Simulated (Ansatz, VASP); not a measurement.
Two plane-wave programs on Ga3Sb

The input INCAR:

```
SYSTEM = Ga3Sb
PREC     = Accurate       ! precision mode
ENCUT    = 520            ! plane-wave cutoff, eV
EDIFF    = 1E-6           ! SCF threshold, eV
ISMEAR   = -1             ! smearing method
SIGMA    = 0.05           ! smearing width, eV
LREAL    = .False.        ! projectors in reciprocal space
LASPH    = .True.         ! aspherical terms in the spheres
NELM     = 100            ! most SCF steps
ALGO     = Fast           ! electronic algorithm
ISIF     = 2              ! what is computed and relaxed
LWAVE    = .False.        ! write WAVECAR
LCHARG   = .True.         ! write CHGCAR
GGA      = PE             ! functional
LELF     = .True.         ! ELF
LVHAR    = .True.       
NBANDS   = 30             ! bands
```

KPOINTS

```
regular mesh
0
Gamma
  9 9 9
  0 0 0
```

POSCAR

```
Ga3Sb
1.0
   -2.1296224639      2.1296224639      4.6961452482
    2.1296224639     -2.1296224639      4.6961452482
    2.1296224639      2.1296224639     -4.6961452482
Sb Ga
1 3
Direct
    0.0000000000      0.0000000000      0.0000000000
    0.5000000000      0.5000000000      0.0000000000
    0.2500000000      0.7500000000      0.5000000000
    0.7500000000      0.2500000000      0.5000000000
```

The input input.yaml:

```yaml
crystal:
  lattice:
    - [-2.1296224639, 2.1296224639, 4.6961452482]
    - [2.1296224639, -2.1296224639, 4.6961452482]
    - [2.1296224639, 2.1296224639, -4.6961452482]
  atoms:
    - { symbol: Sb, position: [0.0, 0.0, 0.0] }
    - { symbol: Ga, position: [0.5, 0.5, 0.0] }
    - { symbol: Ga, position: [0.25, 0.75, 0.5] }
    - { symbol: Ga, position: [0.75, 0.25, 0.5] }
hamiltonian:
  xc: pbe
  pseudopotentials: { kind: paw }
kpoints:
  mp_grid: { grid: [9, 9, 9] }
scf:
  occupations: { method: fermi_dirac, width: 0.05 }
output:
  forces: true
  stress: true
  eigenvalues: true
```

Alike in both runs: task single point; functional PBE; k mesh 9 × 9 × 9; occupations fermi-dirac, width 0.05 eV; no spin polarisation.

```csv
,VASP,Ansatz
version,VASP 6.6.1,Ansatz 0.2.0
potentials or method,"VASP PAW PBE potentials, release 64 (Sb, Ga_d)",Ansatz PAW
plane-wave cutoff (eV),520,420
valence electrons in the cell,44,54
```

VASP gave:

```
gap on the k mesh at the Fermi level (eV)                     : none
pressure (GPa)                                                : 1.4
traceless stress, the component that is largest in VASP (GPa) : 0.75
```

Question: What did Ansatz give for the same quantities?

Answer: gap on the k mesh at the Fermi level (eV): none; pressure (GPa): 1.4; traceless stress, the component that is largest in VASP (GPa): 0.76.

A gap of «none» marks a metal or a gap that the smearing closes. With one functional, cell and mesh, what is left measures potentials, basis and numerics. VASP's potentials hold 44 valence electrons a cell and Ansatz's 54, so a difference there can come from the potentials and not from the codes.

Spin-orbit coupling is off throughout.
